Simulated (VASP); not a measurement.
A run of VASP 6.6.1:

Contents of INCAR:

```
PREC = Accurate
ENCUT = 520
EDIFF = 1E-7
ISMEAR = 0
SIGMA = 0.15
LREAL = F
LASPH = T
NELM = 100
ALGO = Fast
ISIF = 2
LWAVE = F
LCHARG = T
GGA = CA
LELF = T
LVHAR = T
NBANDS = 16
```

File KPOINTS:

```
regular mesh
0
Gamma
  16 16 16
```

Contents of POSCAR:

```
MgRh
1.0
    3.0992000000      0.0000000000      0.0000000000
    0.0000000000      3.0992000000      0.0000000000
    0.0000000000      0.0000000000      3.0992000000
Mg Rh
1 1
Direct
    0.0000000000      0.0000000000      0.0403329892
    0.5000000000      0.5000000000      0.5000000000
```

Potentials or basis: VASP PAW LDA potentials, release 64 (Mg, Rh_pv).

Command:

```sh
$ cat potpaw_LDA.64/Mg/POTCAR potpaw_LDA.64/Rh_pv/POTCAR > POTCAR
$ mpirun -np 1 vasp_std > vasp.out
```

Hardware: 1 thread of Intel(R) Xeon(R) Platinum 8375C CPU @ 2.90GHz (Ice Lake), on a shared host.

Task: How long does it take, and how much memory?

Result: Run time: 64 s on 1 thread of Intel(R) Xeon(R) Platinum 8375C CPU @ 2.90GHz (Ice Lake), on a shared host, peak memory 0.3 GiB. Counts: scf iterations 14, k points 405.
